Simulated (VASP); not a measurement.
A run of VASP 6.6.1 is set up as follows.

Contents of INCAR:

```
SYSTEM = MgO
PREC     = Accurate       ! precision mode
ENCUT    = 520            ! plane-wave cutoff, eV
EDIFF    = 1E-7           ! SCF threshold, eV
ISMEAR   = 1              ! smearing method
SIGMA    = 0.0138         ! smearing width, eV
LREAL    = .FALSE.        ! projectors in reciprocal space
LASPH    = .TRUE.         ! aspherical terms in the spheres
NELM     = 80             ! most SCF steps
ALGO     = Normal         ! electronic algorithm
ISIF     = 2              ! what is computed and relaxed
LWAVE    = .FALSE.        ! write WAVECAR
LCHARG   = .FALSE.        ! write CHGCAR
GGA      = PE             ! functional
NBANDS   = 11             ! bands
```

KPOINTS

```
Automatic mesh
0
G
  10 10 10
  0 0 0
```

Contents of POSCAR:

```
MgO
1.0
    0.0000000000      2.1417602800      2.1417602800
    2.1417602800      0.0000000000      2.1417602800
    2.1417602800      2.1417602800      0.0000000000
Mg O
1 1
Direct
    0.0000000000      0.0000000000      0.0000000000
    0.5000000000      0.5000000000      0.5000000000
```

Potentials or basis: VASP PAW PBE potentials, release 64 (Mg, O).

The run is started by

```bash
$ cat potpaw_PBE.64/Mg/POTCAR potpaw_PBE.64/O/POTCAR > POTCAR
$ mpirun -np 1 vasp_std > vasp.out
```

Estimate the band gap on the k mesh.

4.25 eV, direct.

What does it give for the pressure?

-3.7 GPa.

PBE gaps usually lie below the measured ones, often by a third to a half.
